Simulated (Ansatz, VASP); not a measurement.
## SrO: VASP beside Ansatz

```
Sr O
1.0
     0.00000    2.51840    2.56980
     2.51840    0.00000    2.56980
     2.51840    2.51840    0.00000
Sr O
1 1
Cartesian
  0.0000 0.0000 0.0000
  2.5184 2.5184 2.5698
```

Change from the starting cell: equal xx and yy strain of -2 %, crystal datasets.

Alike in both runs: task electric field gradients; functional PBE; k mesh 8 × 8 × 8; occupations fermi-dirac, width 0.02 eV; no spin polarisation.

|  | VASP | Ansatz |
| --- | --- | --- |
| version | VASP 6.6.1 | Ansatz 0.2.0 |
| potentials or method | VASP PAW PBE potentials, release 64 (Sr_sv, O), cutoff 520 eV | all-electron PAW with datasets made for the crystal, scalar-relativistic |

|  | VASP | Ansatz | Ansatz less VASP |
| --- | --- | --- | --- |
| gap on the k mesh at the Fermi level (eV) | 3.19 | 3.24 | +0.053 |
| pressure (GPa) | 8.0 | 7.3 | -0.71 |
| traceless stress, the component that is largest in VASP (GPa) | -2.33 | -2.22 | +0.114 |
| size of Vzz on the site where it differs most (V/Å²) | 22.0 | 21.6 | -0.34 |

Ansatz ran all-electron here, and VASP with PAW potentials.
